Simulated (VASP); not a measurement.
A run of VASP 6.6.1 is set up as follows.

File INCAR:

```
PREC = Accurate
ENCUT = 600
EDIFF = 1E-6
ISMEAR = 0
SIGMA = 0.1
LREAL = F
LASPH = T
NELM = 80
ALGO = Normal
ISIF = 3
LWAVE = F
LCHARG = F
GGA = PE
IBRION = 2
NSW = 100
EDIFFG = -0.01
```

KPOINTS

```
Automatic mesh
0
Gamma
  12 12 8
```

POSCAR

```
KGeO
1.0
    3.9071840889      0.0000000000      0.0000000000
   -1.9535920445      3.3837206783      0.0000000000
    0.0000000000      0.0000000000      7.2180368972
K Ge O
1 1 1
Direct
    0.0000000000      0.0000000000      0.2349680830
    0.0000000000      0.0000000000      0.6766257137
    0.0000000000      0.0000000000      0.9108905133
```

Potentials or basis: VASP PAW PBE potentials, release 64 (K_sv, Ge_d, O).

Launch:

```bash
$ cat potpaw_PBE.64/K_sv/POTCAR potpaw_PBE.64/Ge_d/POTCAR potpaw_PBE.64/O/POTCAR > POTCAR
$ mpirun -np 1 vasp_std > vasp.out
```

(1) Estimate the relaxed volume.

(2) Estimate the relaxed cell.

(3) Predict the space group after relaxing (to 0.05 Å).

## Answers

(1) 31.38 Å³/atom.

(2) a = 3.883 Å, b = 3.883 Å, c = 7.207 Å, α = 90.00°, β = 90.00°, γ = 120.00°.

(3) P6mm (No. 183).

Caveat: an odd number of electrons without spin polarisation forces a metal; a magnetic or distorted state may lie lower.
